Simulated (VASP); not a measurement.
## GaP: single point with PBEsol

The system is GaP.

```xyz
2
Lattice="2.6989 2.6989 0.0000 -2.6989 2.6989 0.0000 0.0000 2.6989 2.6989" Properties=species:S:1:pos:R:3 pbc="T T T"
Ga    0.0000    0.0000    0.0000
P     1.3494    4.0483    1.3494
```

```json
{
 "Program": "VASP 6.6.1",
 "Task": "single point",
 "Functional": "PBEsol",
 "Potentials or basis": "VASP PAW PBE potentials, release 64 (Ga_d, P)",
 "Cutoff": "520 eV",
 "k mesh": "8 × 8 × 8",
 "Occupations": "gaussian, width 0.01 eV",
 "Spin": "no spin polarisation"
}
```

```
Pressure               : 1.9 GPa
Band gap on the k mesh : 1.45 eV (least direct gap 1.99 eV)
```

Levels at points of the mesh, in eV from the valence-band top:
| k point | band 7 | band 8 | band 9 | band 10 | band 11 | band 12 |
| --- | --- | --- | --- | --- | --- | --- |
| (0.00, 0.00, 0.00) | 0.00 | 0.00 | 0.00 | 1.99 | 3.82 | 3.82 |
| (0.50, 0.00, 0.00) | -6.87 | -1.17 | -1.17 | 1.67 | 4.64 | 4.64 |
| (0.50, 0.50, 0.00) | -6.95 | -2.82 | -2.82 | 1.45 | 1.68 | 10.77 |

Wall time 13 s on 1 thread of Intel(R) Xeon(R) Platinum 8488C (Sapphire Rapids), with other jobs on the host, peak memory 0.16 GiB.

Caveat: the PAW data sets were made with another functional, which shifts forces and pressure a little. A k mesh can miss the band edges.
